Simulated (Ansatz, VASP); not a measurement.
**Mn2As2H in VASP and in Ansatz**

File INCAR:

```
SYSTEM = Mn2As2H
PREC = Accurate
ENCUT = 600
EDIFF = 1E-6
ISMEAR = -1
SIGMA = 0.1255
LREAL = .False.
LASPH = .True.
NELM = 80
ALGO = Normal
ISIF = 3
LWAVE = .False.
LCHARG = .False.
GGA = PE
IBRION = 2
NSW = 60
EDIFFG = -0.01
```

KPOINTS

```
Automatic mesh
0
Gamma
  5 5 3
  0 0 0
```

The input POSCAR:

```
Mn2As2H
1.0
    1.9915770000      3.4495100000      0.0000000000
   -1.9915770000      3.4495100000      0.0000000000
    0.0000000000      0.0000000000      6.5638170000
As Mn H
2 2 1
Direct
    0.3333000000      0.3334000000      0.2600000000
    0.6667000000      0.6666000000      0.7400000000
    0.3333000000      0.3334000000      0.6200000000
    0.6667000000      0.6666000000      0.3800000000
    0.0000000000      0.0000000000      0.0000000000
```

Input for Ansatz:

```yaml
crystal:
  lattice:
    - [1.991577, 3.44951, 0.0]
    - [-1.991577, 3.44951, 0.0]
    - [0.0, 0.0, 6.563817]
  atoms:
    - { symbol: As, position: [0.3333, 0.3334, 0.26] }
    - { symbol: As, position: [0.6667, 0.6666, 0.74] }
    - { symbol: Mn, position: [0.3333, 0.3334, 0.62] }
    - { symbol: Mn, position: [0.6667, 0.6666, 0.38] }
    - { symbol: H, position: [0.0, 0.0, 0.0] }
  symmetry: { tolerance: 0.0003 }
kpoints:
  mp_grid: { grid: [5, 5, 3], shift: [0, 0, 0] }
magnetization:
  spin_polarized: false
scf:
  occupations: { method: fermi_dirac, width: 0.1255 }
hamiltonian:
  pseudopotentials: { kind: paw }
  xc: pbe
basis:
  ecutwfc: 420
output:
  forces: true
  stress: true
  eigenvalues: true
relax:
  max_steps: 40
  cell: {}
```

Alike in both runs: task relaxation of cell and atoms; functional PBE; k mesh 5 × 5 × 3; occupations fermi-dirac, width 0.1255 eV; no spin polarisation.

```csv
,VASP,Ansatz
version,VASP 6.6.1,Ansatz 0.2.0
potentials or method,"VASP PAW PBE potentials, release 64 (As, Mn_pv, H), cutoff 600 eV",PAW plane waves
valence electrons in the cell,37,61
```

|  | VASP | Ansatz | Ansatz less VASP |
| --- | --- | --- | --- |
| gap on the k mesh at the Fermi level, each at its own relaxed structure (eV) | none | none | - |
| relaxed volume (Å³/atom) | 13.92 | 13.90 | -0.020 |
| relaxed cell length with the largest relative difference (Å) | 6.997 | 6.991 | -0.0064 |

A gap of «none» marks a metal or a gap that the smearing closes. VASP's potentials hold 37 valence electrons a cell and Ansatz's 61, so a difference there can come from the potentials and not from the codes. Ansatz's warnings: structure snapped to symmetry.

The k mesh is coarse, so the values compare programs but aren't converged. Noted on VASP's run: the volume moved by over 15 % at a fixed basis, so the end points are rough.
